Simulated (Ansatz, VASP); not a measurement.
**HfB: VASP beside Ansatz**

The input INCAR:

```
SYSTEM = HfB
  PREC = Accurate
  ENCUT = 520
  EDIFF = 1E-7
  ISMEAR = 0
  SIGMA = 0.15
  LREAL = .False.
  LASPH = .True.
  NELM = 80
  ALGO = Normal
  ISIF = 2
  LWAVE = .False.
  LCHARG = .True.
  GGA = PS
  LELF = .True.
  LVHAR = .True.
  NBANDS = 14
```

The input KPOINTS:

```
regular mesh
0
Gamma
  20 20 20
  0 0 0
```

Contents of POSCAR:

```
HfB
1.0
   -0.9701392084      1.9402784168      1.9402784168
    1.9402784168     -0.9701392084      1.9402784168
    1.9402784168      1.9402784168     -0.9701392084
Hf B
1 1
Direct
    0.5000000000      0.5000000000      0.5000000000
    0.0000000000      0.0000000000      0.0000000000
```

Input for Ansatz:

```yaml
crystal:
  lattice:
    - [-0.9701392084, 1.9402784168, 1.9402784168]
    - [1.9402784168, -0.9701392084, 1.9402784168]
    - [1.9402784168, 1.9402784168, -0.9701392084]
  atoms:
    - { symbol: Hf, position: [0.5, 0.5, 0.5] }
    - { symbol: B, position: [0.0, 0.0, 0.0] }
basis:
  ecutwfc: 420
kpoints:
  mp_grid: { grid: [20, 20, 20] }
hamiltonian:
  xc: pbesol
scf:
  occupations: { method: gaussian, width: 0.15 }
output:
  forces: true
  stress: true
  eigenvalues: true
```

Alike in both runs: task single point; functional PBEsol; k mesh 20 × 20 × 20; occupations gaussian, width 0.15 eV; no spin polarisation.

```csv
,VASP,Ansatz
version,VASP 6.6.1,Ansatz 0.2.0
potentials or method,"VASP PAW PBE potentials, release 64 (Hf_pv, B), cutoff 520 eV","scalar-relativistic, plane waves, PAW"
valence electrons in the cell,13,29
```

Ansatz gave:

```
gap on the k mesh at the Fermi level (eV) : none
pressure (GPa)                            : 11.1
```

What did VASP give for the same quantities?

gap on the k mesh at the Fermi level (eV): none; pressure (GPa): 11.0.

VASP's potentials were made for PBE, not for PBEsol. A gap of «none» marks a metal or a gap that the smearing closes. VASP's potentials hold 13 valence electrons a cell and Ansatz's 29, so a difference there can come from the potentials and not from the codes.

Spin-orbit coupling is off throughout.
